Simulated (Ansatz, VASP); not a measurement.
## NaCl: VASP beside Ansatz

POSCAR

```
NaCl
1.0
    3.5021900000      0.0000000000      0.0000000000
    0.0000000000      3.5021900000      0.0000000000
    0.0000000000      0.0000000000      3.5021900000
Cl Na
1 1
Direct
    0.5000000000      0.5000000000      0.5000000000
    0.0000000000      0.0000000000      0.0000000000
```

INCAR.step1

```
  PREC = Accurate
  ENCUT = 520
  EDIFF = 1E-5
  ISMEAR = -1
  SIGMA = 0.05
  LREAL = F
  LASPH = T
  NELM = 100
  ALGO = Normal
  ISIF = 2
  LWAVE = T
  LCHARG = F
  NBANDS = 14
  GGA = PE
```

File INCAR.step2:

```
  PREC = Accurate
  ENCUT = 520
  EDIFF = 1E-7
  ISMEAR = -1
  SIGMA = 0.05
  LREAL = F
  LASPH = T
  NELM = 100
  ALGO = Normal
  ISIF = 2
  LWAVE = F
  LCHARG = F
  GGA = PE
  LHFCALC = T
  AEXX = 0.3
  HFSCREEN = 0.2
  PRECFOCK = Normal
  NBANDS = 14
  ISTART = 1
```

Contents of KPOINTS:

```
Automatic mesh
0
Gamma
  4 4 4
```

File input.yaml:

```yaml
crystal:
  lattice:
    - [3.50219, 0.0, 0.0]
    - [0.0, 3.50219, 0.0]
    - [0.0, 0.0, 3.50219]
  atoms:
    - { symbol: Cl, position: [0.5, 0.5, 0.5] }
    - { symbol: Na, position: [0.0, 0.0, 0.0] }
hamiltonian:
  xc: { exchange: pbe, correlation: pbe, exx: { coeff: 0.3, omega: 0.2 } }
  pseudopotentials: { kind: paw }
kpoints:
  mp_grid: { grid: [4, 4, 4] }
scf:
  occupations: { method: fermi_dirac, width: 0.05 }
output:
  forces: true
  stress: true
  eigenvalues: true
```

Alike in both runs: task single point; functional PBE-based screened hybrid with a share of 0.3 of exact exchange and HFSCREEN = 0.2; k mesh 4 × 4 × 4; occupations fermi-dirac, width 0.05 eV; no spin polarisation.

|  | VASP | Ansatz |
| --- | --- | --- |
| version | VASP 6.6.1 | Ansatz 0.2.0 |
| potentials or method | VASP PAW PBE potentials, release 64 (Cl, Na_pv) | Ansatz PAW |
| plane-wave cutoff (eV) | 520 | 420 |
| valence electrons in the cell | 14 | 16 |

VASP gave:

| Quantity | Value |
| --- | --- |
| gap on the k mesh at the Fermi level (eV) | 5.58 |
| least direct gap on the mesh (eV) | 6.12 |
| pressure (GPa) | -0.5 |

Q: What did Ansatz give for the same quantities?

A: gap on the k mesh at the Fermi level (eV): 5.59; least direct gap on the mesh (eV): 6.13; pressure (GPa): -0.5.

VASP's potentials were made for PBE, not for PBE-based screened hybrid. With one functional, cell and mesh, what is left measures potentials, basis and numerics. VASP's potentials hold 14 valence electrons a cell and Ansatz's 16, so a difference there can come from the potentials and not from the codes.

The k mesh is coarse, so the values compare programs but aren't converged.
